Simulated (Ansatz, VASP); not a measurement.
**KF in VASP and in Ansatz**

The input INCAR:

```
  PREC = Accurate
  ENCUT = 520
  EDIFF = 1E-8
  ISMEAR = -1
  SIGMA = 0.03
  LREAL = F
  LASPH = T
  NELM = 60
  ALGO = Normal
  ISIF = 2
  LWAVE = F
  LCHARG = F
  GGA = PS
  LEFG = T
  NBANDS = 15
```

File KPOINTS:

```
regular mesh
0
Gamma
  9 9 9
```

The input POSCAR:

```
KF
1.0
    0.0000000000      2.1068093157      2.1068093157
    2.1068093157      0.0000000000      2.1068093157
    2.1068093157      2.1068093157      0.0000000000
K F
1 1
Direct
    0.0000000000      0.0000000000      0.0000000000
    0.5000000000      0.5000000000      0.5000000000
```

Input for Ansatz:

```yaml
crystal:
  lattice:
    - [0.0, 2.1068093157, 2.1068093157]
    - [2.1068093157, 0.0, 2.1068093157]
    - [2.1068093157, 2.1068093157, 0.0]
  atoms:
    - { symbol: K, position: [0.0, 0.0, 0.0] }
    - { symbol: F, position: [0.5, 0.5, 0.5] }
kpoints:
  mp_grid: { grid: [9, 9, 9] }
  band_path:
    path:
      - [0.0, 0.0, 0.0]
      - [0.5, 0.0, 0.5]
      - [0.625, 0.25, 0.625]
      - [0.375, 0.375, 0.75]
      - [0.0, 0.0, 0.0]
      - [0.5, 0.5, 0.5]
      - [0.5, 0.25, 0.75]
      - [0.5, 0.0, 0.5]
    npoints: 6
scf:
  occupations: { method: fermi_dirac, width: 0.03 }
hamiltonian:
  xc: pbesol
  pseudopotentials: { kind: paw }
output:
  forces: true
  stress: true
  eigenvalues: true
  efg: { contact_densities: true }
  populations: true
```

Change from the starting cell: volume scaled by 0.5, PAW files.

Alike in both runs: task electric field gradients; functional PBEsol; k mesh 9 × 9 × 9; occupations fermi-dirac, width 0.03 eV; no spin polarisation.

|  | VASP | Ansatz |
| --- | --- | --- |
| version | VASP 6.6.1 | Ansatz 0.2.0 |
| potentials or method | VASP PAW PBE potentials, release 64 (K_sv, F) | PAW with Ansatz's default frozen-core files, scalar-relativistic |
| plane-wave cutoff (eV) | 520 | 420 |
| valence electrons in the cell | 16 | 16 |

VASP gave:

- gap on the k mesh at the Fermi level (eV): 5.75
- pressure (GPa): 133.5

Task: Estimate Ansatz's values.

Result: gap on the k mesh at the Fermi level (eV): 5.77; pressure (GPa): 128.3.

VASP's potentials were made for PBE, not for PBEsol. Both programs put the cell under a high pressure, so it lies far from rest at this level. The functional is the same, so the differences come from potentials, cutoffs and numerics.

Noted on VASP's run: the cell as given lies far from equilibrium.
